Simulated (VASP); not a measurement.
# Cu (P6_3/mmc) in VASP: a series of runs, part 3 of 3

VASP 6.6.1. Earlier steps stand in the parts before.

**4. Single point, r2SCAN (strain +0.000 along x and y, -0.080 along z)**

Input file POSCAR:

```
Cu
1.0
    2.5340966698      0.0000000000      0.0000000000
   -1.2670483349      2.1945920917      0.0000000000
    0.0000000000      0.0000000000      3.7835653200
Cu
2
Direct
    0.3333333333      0.6666666667      0.2500000000
    0.6666666667      0.3333333333      0.7500000000
```

Input file INCAR.step1:

```
PREC = Accurate
ENCUT = 520
ISMEAR = 0
SIGMA = 0.15
LREAL = False
LASPH = True
NELM = 80
NBANDS = 18
GGA = PE
ALGO = Normal
EDIFF = 1E-4
LWAVE = True
LCHARG = False
```

Input file INCAR.step2:

```
PREC = Accurate
ENCUT = 520
EDIFF = 1E-6
ISMEAR = 0
SIGMA = 0.15
LREAL = False
LASPH = True
NELM = 80
ALGO = Normal
ISIF = 2
LWAVE = False
LCHARG = False
METAGGA = R2SCAN
LMIXTAU = True
NBANDS = 18
ISTART = 1
```

Input file KPOINTS:

```
regular mesh
0
Gamma
  24 24 12
```

Potentials or basis: VASP PAW PBE potentials, release 64 (Cu).

On the command line:

```sh
$ cat potpaw_PBE.64/Cu/POTCAR > POTCAR
$ cp INCAR.step1 INCAR
$ mpirun -np 1 vasp_std > vasp.out
$ cp INCAR.step2 INCAR
$ mpirun -np 1 vasp_std > vasp.out
```

OUTCAR:

```text
PREC = Accurate
   ENCUT = 520
   EDIFF = 1E-6
   ISMEAR = 0
   LREAL = False
   LASPH = True
   NELM = 80
   ISIF = 2
   METAGGA = R2SCAN
   ISTART = 1

 ion  position               nearest neighbor table
   1  0.333  0.667  0.250-   2 2.39   2 2.39   2 2.39   2 2.39   2 2.39   2 2.39
   2  0.667  0.333  0.750-   1 2.39   1 2.39   1 2.39   1 2.39   1 2.39   1 2.39

  LATTYP: Found a hexagonal cell.
 ALAT       =     2.5340966698
 C/A-ratio  =     1.4930627411

  Lattice vectors:

 A1 = (   2.5340966698,   0.0000000000,   0.0000000000)
 A2 = (  -1.2670483349,   2.1945920917,   0.0000000000)
 A3 = (   0.0000000000,   0.0000000000,   3.7835653200)

Analysis of symmetry for initial positions (statically):
=====================================================================
 Subroutine PRICEL returns:
 Original cell was already a primitive cell.

 Routine SETGRP: Setting up the symmetry group for a
 hexagonal supercell.

 Subroutine GETGRP returns: Found 24 space group operations
 (whereof 12 operations were pure point group operations)
 out of a pool of 24 trial point group operations.

The static configuration has the point symmetry D_3d.
 The point group associated with its full space group is D_6h.

Analysis of symmetry for dynamics (positions and initial velocities):
=====================================================================
 Subroutine PRICEL returns:
 Original cell was already a primitive cell.

 Routine SETGRP: Setting up the symmetry group for a
 hexagonal supercell.

 Subroutine GETGRP returns: Found 24 space group operations
 (whereof 12 operations were pure point group operations)
 out of a pool of 24 trial point group operations.

The dynamic configuration has the point symmetry D_3d.
 The point group associated with its full space group is D_6h.

 Subroutine INISYM returns: Found 24 space group operations
 (whereof 12 operations are pure point group operations),
 and found     1 'primitive' translations

----------------------------------------------------------------------------------------

                                     Primitive cell

  volume of cell :      21.0416

  direct lattice vectors                    reciprocal lattice vectors
     2.534096670  0.000000000  0.000000000     0.394617937  0.227832772  0.000000000
    -1.267048335  2.194592092  0.000000000     0.000000000  0.455665544  0.000000000
     0.000000000  0.000000000  3.783565320     0.000000000  0.000000000  0.264300974

  length of vectors
     2.534096670  2.534096670  3.783565320     0.455665544  0.455665544  0.264300974

  position of ions in fractional coordinates (direct lattice)
     0.333333333  0.666666667  0.250000000
     0.666666667  0.333333333  0.750000000

  ion indices of the primitive-cell ions
   primitive index   ion index
                 1           1
                 2           2

----------------------------------------------------------------------------------------

 KPOINTS: regular mesh

Automatic generation of k-mesh.
 Grid dimensions read from file:
 generate k-points for:   24   24   12

 Generating k-lattice:

  Cartesian coordinates                     Fractional coordinates (reciprocal lattice)
     0.016442414  0.009493032  0.000000000     0.041666667 -0.000000000  0.000000000
     0.000000000  0.018986064  0.000000000     0.000000000  0.041666667  0.000000000
     0.000000000  0.000000000  0.022025081     0.000000000  0.000000000  0.083333333

  Length of vectors
     0.018986064  0.018986064  0.022025081

  Shift w.r.t. Gamma in fractional coordinates (k-lattice)
     0.000000000  0.000000000  0.000000000

 Subroutine IBZKPT returns following result:
 ===========================================

 Found    427 irreducible k-points:

 Following reciprocal coordinates:
            Coordinates               Weight
  0.000000  0.000000  0.000000      1.000000
  0.041667 -0.000000  0.000000      6.000000
  0.083333  0.000000  0.000000      6.000000
  0.125000  0.000000  0.000000      6.000000
  0.166667 -0.000000  0.000000      6.000000
  0.208333  0.000000  0.000000      6.000000
[... 16 lines left out ...]
  0.416667  0.041667  0.000000     12.000000
  0.458333  0.041667  0.000000     12.000000
 [... further k-points ...]
   k-points           NKPTS =    427   k-points in BZ     NKDIM =    427   number of bands    NBANDS=     18
   number of dos      NEDOS =    301   number of ions     NIONS =      2
   total plane-waves  NPLWV =  11200
   dimension x,y,z NGX =    20 NGY =   20 NGZ =   28
   dimension x,y,z NGXF=    40 NGYF=   40 NGZF=   56
   ions per type =               2
   NGX,Y,Z   is equivalent  to a cutoff of  13.12, 13.12, 12.30 a.u.
   NGXF,Y,Z  is equivalent  to a cutoff of  26.24, 26.24, 24.61 a.u.
 SYSTEM =  unknown system
   PREC   = accura    normal or accurate (medium, high low for compatibility)
   ISTART =      1    job   : 0-new  1-cont  2-samecut
   ICHARG =      0    charge: 1-file 2-atom 10-const
   ISPIN  =      1    spin polarized calculation?
   LNONCOLLINEAR =      F non collinear calculations
   LSORBIT =      F    spin-orbit coupling
   LASPH  =      T    aspherical Exc in radial PAW
   ENCUT  =  520.0 eV  38.22 Ry    6.18 a.u.   4.71  4.71  7.03*2*pi/ulx,y,z
   NELM   =     80;   NELMIN=  2; NELMDL=  0     # of ELM steps
   EDIFF  = 0.1E-05   stopping-criterion for ELM
   LREAL  =      F    real-space projection
   EDIFFG = 0.1E-04   stopping-criterion for IOM
   NSW    =      0    number of steps for IOM
   IBRION =     -1    ionic relax: 0-MD 1-quasi-New 2-CG
   NFREE  =      0    steps in history (QN), initial steepest desc. (CG)
   ISIF   =      2    stress and relaxation
   ISYM   =      2    0-nonsym 1-usesym 2-fastsym
   POTIM  = 0.5000    time-step for ionic-motion
   TEBEG  =    0.0;   TEEND  =   0.0 temperature during run
   PSTRESS=    0.0 pullay stress
   NELECT =      22.0000    total number of electrons
   NUPDOWN=      -1.0000    fix difference up-down
   EMIN   =  10.00;   EMAX   =-10.00  energy-range for DOS
   EFERMI =   0.00;   METHOD = LEGACY
   ISMEAR =     0;   SIGMA  =   0.15  broadening in eV -4-tet -1-fermi 0-gaus
   EFERMI_NEDOS =   21; number of points for ismear=-14 and -15
   IALGO  =     38    algorithm
   IMIX   =      4    mixing-type and parameters
     AMIX     =   0.40;   BMIX     =  1.00
     AMIX_MAG =   1.60;   BMIX_MAG =  1.00
  volume/ion in A,a.u.               =      10.52        71.00
  Fermi-wavevector in a.u.,A,eV,Ry     =   1.661587  3.139943 37.563918  2.760870
  Thomas-Fermi vector in A             =   2.748624
   LORBIT       =      0    0 simple, 1 ext, 2 COOP (PROOUT), +10 PAW based schemes
   METAGGA = R2SCAN    functional components
   LHFCALC =     F    Hartree Fock is set to
   AEXX    =    0.0000 exact exchange contribution
   IVDW    =     0    specifies the selected vdW correction
   LEPSILON=     F    determine dielectric tensor
   LRPA    =     F    only Hartree local field effects (RPA)
 non-spin polarized calculation
 Gauss-broadening in eV      SIGMA  =   0.15
  energy-cutoff  :      520.00
  volume of cell :       21.04
 maximum number of plane-waves:       588
 NGX is ok and might be reduce to    20
   NGX =  9   NGY =  9   NGZ = 15

 number of electron      21.9999976 magnetization

 Free energy of the ion-electron system (eV)
  ---------------------------------------------------
  ext. energy  EPLUGINS =         0.00000000
  ---------------------------------------------------
  free energy    TOTEN  =       -21.44313623 eV

  energy without entropy =      -21.43700328  energy(sigma->0) =      -21.44006975

 E-fermi :   8.9273     XC(G=0): -14.5329

 val. band max:        8.9132831044   @ k =   0.4167   0.0417   0.5000
 cond. band min:       8.9318135061   @ k =   0.3750   0.0833   0.5000
 fundamental gap:      0.0185304017
 Fermi energy:         8.9273299873

 k-point     1 :       0.0000    0.0000    0.0000
  band No.  band energies     occupation
      1      -1.7036      2.00000
      2       3.0664      2.00000
      3       5.4166      2.00000
      4       5.4168      2.00000
      5       5.7428      2.00000
      6       5.7493      2.00000
[... 10 lines left out ...]
     17      33.2430      0.00000
     18      33.2431      0.00000
[... 463 lines left out ...]
 k-point    24 :       0.4583    0.0417    0.0000
  band No.  band energies     occupation
      1       3.1629      2.00000
      2       3.5182      2.00000
      3       3.7977      2.00000
      4       4.9790      2.00000
      5       5.0348      2.00000
      6       5.6383      2.00000
[... 10 lines left out ...]
     17      22.7123      0.00000
     18      29.6686      0.00000

 [... further k-points ...]
[... 5 lines left out ...]
  --------------------------------------------------------------------------------------
  -------------------------------------------------------------------------------------
  Total        1.7396526      1.7396526      4.6254681      0.0000000      0.0000000      0.0000000
  in kB      132.4630902    132.4630902    352.1989429      0.0000000      0.0000000      0.0000000
  external PRESSURE =     205.7083744 kB  Pullay stress =       0.0000000 kB

 VOLUME and BASIS-vectors are now :
 -----------------------------------------------------------------------------
  energy-cutoff  :      520.00
  volume of cell :       21.04
      direct lattice vectors                 reciprocal lattice vectors
     2.534096670  0.000000000  0.000000000     0.394617937  0.227832772  0.000000000
    -1.267048335  2.194592092  0.000000000     0.000000000  0.455665544  0.000000000
     0.000000000  0.000000000  3.783565320     0.000000000  0.000000000  0.264300974

 POSITION                                       TOTAL-FORCE (eV/Angst)
 -----------------------------------------------------------------------------------
     -0.00000      1.46306      0.94589         0.000000     -0.000000      0.000000
      1.26705      0.73153      2.83767        -0.000000      0.000000      0.000000
 -----------------------------------------------------------------------------------
    total drift:                               -0.000000      0.000000     -0.000000

  FREE ENERGIE OF THE ION-ELECTRON SYSTEM (eV)
  ---------------------------------------------------
  free  energy   TOTEN  =       -21.4431362287 eV

  energy  without entropy=      -21.4370032807  energy(sigma->0) =      -21.44006975
```

OSZICAR.step1:

```text
N       E                     dE             d eps       ncg     rms          rms(c)
DAV:   1     0.120598434851E+03    0.12060E+03   -0.10548E+04 16820   0.227E+03
DAV:   2    -0.278017007937E+01   -0.12338E+03   -0.11725E+03 15398   0.292E+02
DAV:   3    -0.892964515613E+01   -0.61495E+01   -0.59655E+01 17052   0.867E+01
DAV:   4    -0.899101907083E+01   -0.61374E-01   -0.61334E-01 18106   0.933E+00
DAV:   5    -0.899182381913E+01   -0.80475E-03   -0.80471E-03 18796   0.941E-01    0.109E+01
DAV:   6    -0.769045471330E+01    0.13014E+01   -0.94287E+00 16424   0.927E+01    0.444E+00
DAV:   7    -0.716891460031E+01    0.52154E+00   -0.16888E+00 16834   0.358E+01    0.969E-01
DAV:   8    -0.713890930421E+01    0.30005E-01   -0.11018E-02 22438   0.119E+00    0.377E-01
DAV:   9    -0.713621950318E+01    0.26898E-02   -0.32253E-03 18566   0.172E+00    0.292E-02
DAV:  10    -0.713624727818E+01   -0.27775E-04   -0.14452E-04 13064   0.161E-01
   1 F= -.71362473E+01 E0= -.71330537E+01  d E =-.638724E-02
```

Wall time 6.2 min (1 thread of Intel Xeon Platinum 8259CL at 2.50GHz (Skylake/Cascade Lake), shared host); peak memory 0.25 GiB.

Results:

```yaml
Free_energy: -21.4431 eV
Pressure: 20.6 GPa
Band_gap_on_the_k_mesh: zero (band 11 reaches 12.95 eV, above the bottom of band 12 at 6.71 eV)
```

Caveat: the cell differs from its parent crystal (strain +0.000 along x and y, -0.080 along z); the PAW data sets were made with another functional, which shifts forces and pressure a little.

**5. Single point, r2SCAN (strain -0.040 along x and y, +0.000 along z)**

Input file POSCAR:

```
Cu
1.0
    2.4327328030      0.0000000000      0.0000000000
   -1.2163664015      2.1068084080      0.0000000000
    0.0000000000      0.0000000000      4.1125710000
Cu
2
Direct
    0.3333333333      0.6666666667      0.2500000000
    0.6666666667      0.3333333333      0.7500000000
```

Input file INCAR.step1:

```
SYSTEM = Cu
  PREC = Accurate
  ENCUT = 520
  ISMEAR = 0
  SIGMA = 0.15
  LREAL = .False.
  LASPH = .True.
  NELM = 100
  NBANDS = 18
  GGA = PE
  ALGO = Normal
  EDIFF = 1E-4
  LWAVE = .True.
  LCHARG = .False.
```

Input file INCAR.step2:

```
SYSTEM = Cu
  PREC = Accurate
  ENCUT = 520
  EDIFF = 1E-6
  ISMEAR = 0
  SIGMA = 0.15
  LREAL = .False.
  LASPH = .True.
  NELM = 100
  ALGO = Normal
  ISIF = 2
  LWAVE = .False.
  LCHARG = .False.
  METAGGA = R2SCAN
  LMIXTAU = .True.
  NBANDS = 18
  ISTART = 1
```

Input file KPOINTS:

```
Automatic mesh
0
Gamma
  24 24 12
  0 0 0
```

On the command line:

```sh
$ cat potpaw_PBE.64/Cu/POTCAR > POTCAR
$ cp INCAR.step1 INCAR
$ mpirun -np 1 vasp_std > vasp.out
$ cp INCAR.step2 INCAR
$ mpirun -np 1 vasp_std > vasp.out
```

Wall time 7.8 min (1 thread of Intel Xeon Platinum 8259CL at 2.50GHz (Skylake/Cascade Lake), shared host); peak memory 0.24 GiB.

It converged, with:

| Quantity | Value |
| --- | --- |
| Free energy | -21.5297 eV |
| Pressure | 17.5 GPa |
| Band gap on the k mesh | zero (band 11 reaches 13.60 eV, above the bottom of band 12 at 6.65 eV) |

Stress tensor (GPa, compression positive):
```
20.31  0.00  0.00
 0.00 20.31  0.00
 0.00  0.00 11.92
```

Levels at points of the mesh, in eV from the Fermi level:
```
           k point  band 7  band 8  band 9  band 10  band 11  band 12  band 13  band 14  band 15  band 16
(0.00, 0.00, 0.00)   -3.24   -2.76   -2.76    -1.97    -1.97    -1.75     4.09    23.62    25.04    25.49
(0.50, 0.00, 0.00)   -3.23   -1.85   -1.78    -1.68     0.05     2.03     8.52     9.06    11.57    12.48
(0.00, 0.00, 0.50)   -3.48   -3.48   -2.23    -2.23    -2.23    -2.23    13.05    13.05    24.37    24.37
(0.50, 0.00, 0.50)   -2.18   -2.18   -1.72    -1.72     0.45     0.45     5.87     5.87    18.60    18.60
```

Caveat: the cell differs from its parent crystal (strain -0.040 along x and y, +0.000 along z); the PAW data sets were made with another functional, which shifts forces and pressure a little.

**6. Overview**

| cell | gap on the mesh (eV) | pressure (GPa) |
| --- | --- | --- |
| a = 2.433, b = 2.433, c = 3.948 Å, angles 90.0, 90.0, 120.0°, 2 atoms | none | 28.2 |
| a = 2.331, b = 2.331, c = 4.442 Å, angles 90.0, 90.0, 120.0°, 2 atoms | none | 25.6 |
| a = 2.534, b = 2.534, c = 3.784 Å, angles 90.0, 90.0, 120.0°, 2 atoms | none | 20.6 |
| a = 2.433, b = 2.433, c = 4.113 Å, angles 90.0, 90.0, 120.0°, 2 atoms | none | 17.5 |

Alike in all rows: task single point; level r2SCAN; potentials or basis VASP PAW PBE potentials, release 64 (Cu); no spin polarisation; k mesh 24 × 24 × 12; cutoff (eV) 520; smearing gaussian 0.15 eV.

Caveats: the PAW data sets were made with another functional, which shifts forces and pressure a little.

Total energies depend on the potentials used, so only differences within one code and one set of settings carry meaning.
